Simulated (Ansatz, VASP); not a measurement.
**One calculation of WS2, two programs**

POSCAR

```
WS2
1.0
    3.1835163552      0.0000000000      0.0000000000
   -1.5917581776      2.7570060369      0.0000000000
    0.0000000000      0.0000000000     16.9505778900
W S
1 2
Direct
    0.0000000000      0.0000000000      0.0000000000
    0.3333333333      0.6666666667      0.0920005100
    0.3333333333      0.6666666667      0.9079994900
```

File INCAR.step1:

```
ALGO = Normal
EDIFF = 1E-5
ENCUT = 520
GGA = PE
ISIF = 2
ISMEAR = -1
LASPH = T
LCHARG = F
LREAL = F
LWAVE = T
NBANDS = 20
NELM = 80
PREC = Accurate
SIGMA = 0.05
```

File INCAR.step2:

```
AEXX = 0.25
ALGO = Normal
EDIFF = 1E-6
ENCUT = 520
GGA = PS
ISIF = 2
ISMEAR = -1
ISTART = 1
LASPH = T
LCHARG = F
LHFCALC = T
LREAL = F
LWAVE = F
NBANDS = 20
NELM = 80
PREC = Accurate
PRECFOCK = Normal
SIGMA = 0.05
```

The input KPOINTS:

```
k-points
0
Gamma
  5 5 1
```

The input input.yaml:

```yaml
crystal:
  lattice:
    - [3.1835163552, 0.0, 0.0]
    - [-1.5917581776, 2.7570060369, 0.0]
    - [0.0, 0.0, 16.95057789]
  atoms:
    - { symbol: W, position: [0.0, 0.0, 0.0] }
    - { symbol: S, position: [0.3333333333, 0.6666666667, 0.09200051] }
    - { symbol: S, position: [0.3333333333, 0.6666666667, 0.90799949] }
hamiltonian:
  xc: { exchange: pbesol, correlation: pbesol, exx: { coeff: 0.25 } }
  pseudopotentials: { kind: paw }
kpoints:
  mp_grid: { grid: [5, 5, 1] }
  band_path:
    path:
      - [[0.0, 0.0, 0.0], [0.5, 0.0, 0.0], [0.3333333333, 0.3333333333, 0.0], [0.0, 0.0, 0.0], [0.0, 0.0, 0.5], [0.5, 0.0, 0.5], [0.3333333333, 0.3333333333, 0.5], [0.0, 0.0, 0.5]]
      - [[0.5, 0.0, 0.5], [0.5, 0.0, 0.0]]
      - [[0.3333333333, 0.3333333333, 0.0], [0.3333333333, 0.3333333333, 0.5]]
    npoints: 4
scf:
  occupations: { method: fermi_dirac, width: 0.05 }
  n_extra_bands: 7
output:
  forces: true
  stress: true
  eigenvalues: true
  fatbands: false
```

Alike in both runs: functional PBEsol-based global hybrid with a share of 0.25 of exact exchange; k mesh 5 × 5 × 1; occupations fermi-dirac, width 0.05 eV; no spin polarisation.

```csv
,VASP,Ansatz
version,VASP 6.6.1,Ansatz 0.2.0
potentials or method,"VASP PAW PBE potentials, release 64 (W_sv, S)",Ansatz PAW
plane-wave cutoff (eV),520,420
valence electrons in the cell,26,26
task,single point,band structure
```

```csv
,VASP,Ansatz,Ansatz less VASP
gap on the k mesh at the Fermi level (eV),3.51,3.47,-0.044
rms of the force components (eV/Å),0.246,0.228,-0.0177
```

VASP's potentials were made for PBE, not for PBEsol-based global hybrid. Atom by atom the forces differ by 0.018 eV/Å (rms over components).

The k mesh is coarse, so the values compare programs but aren't converged. Spin-orbit coupling is off throughout.
